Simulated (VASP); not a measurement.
# Rh: single point with PBEsol

The system is Rh.

```xyz
2
Lattice="2.7719 0.0000 0.0000 -1.3860 2.4006 0.0000 0.0000 0.0000 4.5613" Properties=species:S:1:pos:R:3 pbc="T T T"
Rh    1.3860    0.8002    3.4210
Rh    0.0000    1.6004    1.1403
```

This cell differs from its parent crystal: strain +0.015 along x and y, +0.030 along z.

```json
{
  "Program": "VASP 6.6.1",
  "Task": "single point",
  "Functional": "PBEsol",
  "Potentials or basis": "VASP PAW PBE potentials, release 64 (Rh_pv)",
  "Cutoff": "520 eV",
  "k mesh": "18 × 18 × 12",
  "Occupations": "gaussian, width 0.15 eV",
  "Spin": "no spin polarisation"
}
```

```json
{
  "Pressure": "-24.6 GPa",
  "Band gap on the k mesh": "zero (bands 15 and 16 overlap by 2.11 eV)"
}
```

Stress tensor (GPa, compression positive):
```
-23.18   0.00   0.00
  0.00 -23.18   0.00
  0.00   0.00 -27.33
```

Levels at points of the mesh, in eV from the Fermi level:
```
           k point  band 11  band 12  band 13  band 14  band 15  band 16  band 17  band 18  band 19  band 20
(0.00, 0.00, 0.00)    -2.59    -2.17    -2.17    -1.53    -1.53     0.14     0.14     0.63     7.42    15.90
(0.50, 0.00, 0.00)    -2.39    -1.99    -1.82     0.44     0.49     0.68     2.77     4.68     9.53     9.90
(0.00, 0.00, 0.50)    -2.66    -2.66    -2.66    -2.66    -0.37    -0.37    -0.37    -0.37    14.00    14.00
(0.50, 0.00, 0.50)    -1.37    -1.37    -0.23    -0.23     0.58     0.58     2.52     2.52     8.42     8.42
```

Run time: 110 s on 1 thread of Intel(R) Xeon(R) Platinum 8259CL CPU @ 2.50GHz (Skylake/Cascade Lake), with other jobs on the host, peak memory 0.25 GiB.

Caveat: the cell differs from its parent crystal (strain +0.015 along x and y, +0.030 along z); the cell stands under tension; the PAW data sets were made with another functional, which shifts forces and pressure a little.
